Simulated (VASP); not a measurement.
# CdS (Hawleyite) (F-43m) in VASP: notebook, part 2 of 2

VASP 6.6.1. Earlier steps stand in the parts before.

## (3) Single point, PBE

This run uses another cell than the first one, of 25.39 Å³/atom, 1.111 times its volume.

INCAR

```
  PREC = Accurate
  ENCUT = 500
  EDIFF = 1E-6
  ISMEAR = 0
  SIGMA = 0.01
  LREAL = F
  LASPH = T
  NELM = 120
  ALGO = Normal
  ISIF = 2
  LWAVE = F
  LCHARG = T
  GGA = PE
  LELF = T
  LVHAR = T
  NBANDS = 16
  GGA_COMPAT = F
```

KPOINTS

```
Automatic mesh
0
Gamma
  4 4 4
```

POSCAR

```
CdS
1.0
    0.0000000000      2.9392138847      2.9392138847
    2.9392138847      0.0000000000      2.9392138847
    2.9392138847      2.9392138847      0.0000000000
Cd S
1 1
Direct
    0.0000000000      0.0000000000      0.0000000000
    0.2500000000      0.2500000000      0.2500000000
```

Potentials or basis: VASP PAW PBE potentials, release 64 (Cd, S).

Run with:

```
$ cat potpaw_PBE.64/Cd/POTCAR potpaw_PBE.64/S/POTCAR > POTCAR
$ mpirun -np 1 vasp_std > vasp.out
```

OUTCAR:

```text
PREC = Accurate
   ENCUT = 500
   EDIFF = 1E-6
   ISMEAR = 0
   LREAL = F
   LASPH = T
   NELM = 120
   ISIF = 2
   GGA = PE

 ion  position               nearest neighbor table
   1  0.000  0.000  0.000-   2 2.55   2 2.55   2 2.55   2 2.55
   2  0.250  0.250  0.250-   1 2.55   1 2.55   1 2.55   1 2.55

  LATTYP: Found a face centered cubic cell.
 ALAT       =     5.8784277694

  Lattice vectors:

 A1 = (   0.0000000000,   2.9392138847,   2.9392138847)
[... 319 lines left out ...]
------------------------ aborting loop because EDIFF is reached ----------------------------------------

  FORCE on cell =-STRESS in cart. coord.  units (eV):
  Direction    XX          YY          ZZ          XY          YZ          ZX
  --------------------------------------------------------------------------------------
  -------------------------------------------------------------------------------------
  Total        0.5865876      0.5865876      0.5865876      0.0000000     -0.0000000      0.0000000
  in kB       18.5063123     18.5063123     18.5063123      0.0000000     -0.0000000      0.0000000
  external PRESSURE =      18.5063123 kB  Pullay stress =       0.0000000 kB

 VOLUME and BASIS-vectors are now :
 -----------------------------------------------------------------------------
  energy-cutoff  :      500.00
  volume of cell :       50.78
      direct lattice vectors                 reciprocal lattice vectors
     0.000000000  2.939213885  2.939213885    -0.170113513  0.170113513  0.170113513
     2.939213885  0.000000000  2.939213885     0.170113513 -0.170113513  0.170113513
     2.939213885  2.939213885  0.000000000     0.170113513  0.170113513 -0.170113513

 POSITION                                       TOTAL-FORCE (eV/Angst)
 -----------------------------------------------------------------------------------
      0.00000      0.00000      0.00000        -0.000000     -0.000000     -0.000000
      1.46961      1.46961      1.46961         0.000000      0.000000      0.000000
 -----------------------------------------------------------------------------------
    total drift:                                0.000000      0.000000     -0.000000

  FREE ENERGIE OF THE ION-ELECTRON SYSTEM (eV)
  ---------------------------------------------------
  free  energy   TOTEN  =        -6.1069606787 eV

  energy  without entropy=       -6.1069606787  energy(sigma->0) =       -6.10696068
```

stdout:

```text
POSCAR found type information on POSCAR CdS
 POSCAR found :  2 types and       2 ions
 scaLAPACK will be used
 LDA part: xc-table for (Slater+PW92), standard interpolation
 POSCAR, INCAR and KPOINTS ok, starting setup
 FFT: planning ... GRIDC
 FFT: planning ... GRID_SOFT
 FFT: planning ... GRID
 WAVECAR not read
 entering main loop
```

It took 6.8 s on 1 thread of Intel Xeon 6975P-C (Granite Rapids), shared host; peak memory 0.16 GiB.

Results:

```
Free energy            : -6.1070 eV
Pressure               : 1.9 GPa
Band gap on the k mesh : 1.09 eV, direct
```

Caveat: the k points lie up to 0.46 Å⁻¹ apart.

## (4) Single point, PBE (volume changed by -5%)

INCAR

```
  ALGO = Normal
  EDIFF = 1E-6
  ENCUT = 500
  GGA = PE
  GGA_COMPAT = False
  ISIF = 2
  ISMEAR = 0
  LASPH = True
  LCHARG = False
  LREAL = False
  LWAVE = False
  NBANDS = 16
  NELM = 120
  PREC = Accurate
  SIGMA = 0.01
```

KPOINTS

```
k-points
0
Gamma
  4 4 4
```

POSCAR

```
CdS
1.0
    0.0000000000      2.8893870744      2.8893870744
    2.8893870744      0.0000000000      2.8893870744
    2.8893870744      2.8893870744      0.0000000000
Cd S
1 1
Direct
    0.0000000000      0.0000000000      0.0000000000
    0.2500000000      0.2500000000      0.2500000000
```

Run with:

```
$ cat potpaw_PBE.64/Cd/POTCAR potpaw_PBE.64/S/POTCAR > POTCAR
$ mpirun -np 1 vasp_std > vasp.out
```

Wall time 6.1 s (1 thread of Intel Xeon 6975P-C (Granite Rapids), shared host); peak memory 0.16 GiB.

Results (log left out):

```yaml
Free_energy: -6.0503 eV
Pressure: 5.4 GPa
Band_gap_on_the_k_mesh: 1.20 eV, direct
```

Levels at points of the mesh, in eV from the valence-band top:
```
           k point  band 5  band 6  band 7  band 8  band 9  band 10  band 11  band 12  band 13  band 14
(0.00, 0.00, 0.00)   -7.34   -7.34    0.00    0.00    0.00     1.20     6.52     6.52     6.52    11.51
(0.50, 0.00, 0.00)   -7.30   -6.93   -4.59   -0.79   -0.79     3.04     7.00     7.00     7.56    11.17
(0.50, 0.50, 0.00)   -7.25   -6.86   -4.09   -1.98   -1.98     3.49     4.37     9.35    10.94    10.94
```

Caveat: the k points lie up to 0.47 Å⁻¹ apart; the cell differs from its parent crystal (volume changed by -5%).

## (5) Single point, PBE (volume changed by +5%)

INCAR

```
SYSTEM = CdS
PREC     = Accurate       ! precision mode
ENCUT    = 500            ! plane-wave cutoff, eV
EDIFF    = 1E-6           ! SCF threshold, eV
ISMEAR   = 0              ! smearing method
SIGMA    = 0.01           ! smearing width, eV
LREAL    = .FALSE.        ! projectors in reciprocal space
LASPH    = .TRUE.         ! aspherical terms in the spheres
NELM     = 120            ! most SCF steps
ALGO     = Normal         ! electronic algorithm
ISIF     = 2              ! what is computed and relaxed
LWAVE    = .FALSE.        ! write WAVECAR
LCHARG   = .TRUE.         ! write CHGCAR
GGA      = PE             ! functional
LELF     = .TRUE.         ! ELF
LVHAR    = .TRUE.       
NBANDS   = 16             ! bands
GGA_COMPAT= .FALSE.
```

KPOINTS

```
Automatic mesh
0
G
  4 4 4
  0 0 0
```

POSCAR

```
CdS
1.0
    0.0000000000      2.9874062844      2.9874062844
    2.9874062844      0.0000000000      2.9874062844
    2.9874062844      2.9874062844      0.0000000000
Cd S
1 1
Direct
    0.0000000000      0.0000000000      0.0000000000
    0.2500000000      0.2500000000      0.2500000000
```

Run with:

```
$ cat potpaw_PBE.64/Cd/POTCAR potpaw_PBE.64/S/POTCAR > POTCAR
$ mpirun -np 1 vasp_std > vasp.out
```

Run time: 8.4 s. Hardware: 1 thread of Intel Xeon 6975P-C (Granite Rapids), shared host; peak memory 0.17 GiB.

It converged, with:

* Free energy: -6.1144 eV
* Pressure: -0.9 GPa
* Band gap on the k mesh: 0.98 eV, direct

Levels at points of the mesh, in eV from the valence-band top:
```csv
k point,band 5,band 6,band 7,band 8,band 9,band 10,band 11,band 12,band 13,band 14
"(0.00, 0.00, 0.00)",-7.13,-7.13,0.00,0.00,0.00,0.98,6.53,6.53,6.53,11.03
"(0.50, 0.00, 0.00)",-7.10,-6.81,-3.99,-0.65,-0.65,2.88,6.98,6.98,7.25,10.86
"(0.50, 0.50, 0.00)",-7.06,-6.75,-3.66,-1.64,-1.64,3.65,4.23,8.94,10.34,10.34
```

Caveat: the k points lie up to 0.46 Å⁻¹ apart; the cell differs from its parent crystal (volume changed by +5%).

## (6) Summary

```csv
cell,gap on the mesh (eV),pressure (GPa)
"a = 4.013 Å, angles 60.0°, 2 atoms",1.31,10.1
"a = 4.157 Å, angles 60.0°, 2 atoms",1.09,1.9
"a = 4.086 Å, angles 60.0°, 2 atoms",1.20,5.4
"a = 4.225 Å, angles 60.0°, 2 atoms",0.98,-0.9
```

Alike in all rows: task single point; level PBE; potentials or basis VASP PAW PBE potentials, release 64 (Cd, S); no spin polarisation; k mesh 4 × 4 × 4; cutoff (eV) 500; smearing gaussian 0.01 eV.

Caveats: all runs use coarse meshes.

Total energies depend on the potentials used, so only differences within one code and one set of settings carry meaning.
